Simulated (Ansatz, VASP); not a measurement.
## One calculation of TiB2, two programs

```
CELL_PARAMETERS angstrom
3.02920 0.00000 0.00000
-1.51460 2.62336 0.00000
0.00000 0.00000 3.22840
ATOMIC_POSITIONS crystal
Ti 0.00000 0.00000 0.00000
B 0.33333 0.66667 0.50000
B 0.66667 0.33333 0.50000
```

Alike in both runs: task single point; functional PBE; k mesh 3 × 3 × 2; occupations fermi-dirac, width 0.1 eV; no spin polarisation.

|  | VASP | Ansatz |
| --- | --- | --- |
| version | VASP 6.6.1 | Ansatz 0.2.0 |
| potentials or method | VASP PAW PBE potentials, release 64 (Ti_sv, B), cutoff 520 eV | plane waves, PAW |
| valence electrons in the cell | 18 | 18 |

```csv
,VASP,Ansatz,Ansatz less VASP
pressure (GPa),0.1,-0.1,-0.24
"traceless stress, the component that is largest in VASP (GPa)",-0.71,-0.71,-0.006
```

The k mesh is coarse, so the values compare programs but aren't converged.
